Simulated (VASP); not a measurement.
Input of a VASP 6.6.1 run:

File INCAR:

```
SYSTEM = Pd
  PREC = Accurate
  ENCUT = 520
  EDIFF = 1E-7
  ISMEAR = -1
  SIGMA = 0.05
  LREAL = .FALSE.
  LASPH = .TRUE.
  NELM = 150
  ALGO = Normal
  ISIF = 2
  LWAVE = .FALSE.
  LCHARG = .TRUE.
  ISPIN = 2
  MAGMOM = 0.5
  LORBIT = 11
  LMAXMIX = 4
  GGA = B5
  ALDAX = 1.0
  AGGAX = 1.0
  AGGAC = 1.0
  ALDAC = 0.0
  LELF = .TRUE.
  LVHAR = .TRUE.
  NBANDS = 15
```

The input KPOINTS:

```
regular mesh
0
G
  13 13 13
  0 0 0
```

File POSCAR:

```
Pd
1.0
    2.7718234087      0.0000000000      0.0000000000
    0.0000000000      2.7718234087      0.0000000000
    0.0000000000      0.0000000000      2.7718234087
Pd
1
Direct
    0.0000000000      0.0000000000      0.0000000000
```

Potentials or basis: VASP PAW PBE potentials, release 64 (Pd).

Command:

```sh
$ cat potpaw_PBE.64/Pd/POTCAR > POTCAR
$ mpirun -np 1 vasp_std > vasp.out
```

What does it give for the pressure?

-8.1 GPa.

Predict the band gap on the k mesh.

zero (filled and empty bands overlap).

What does it give for the net moment?

0.00 μB per cell.

Caveat: the cell stands under tension; the PAW data sets were made with another functional, which shifts forces and pressure a little.
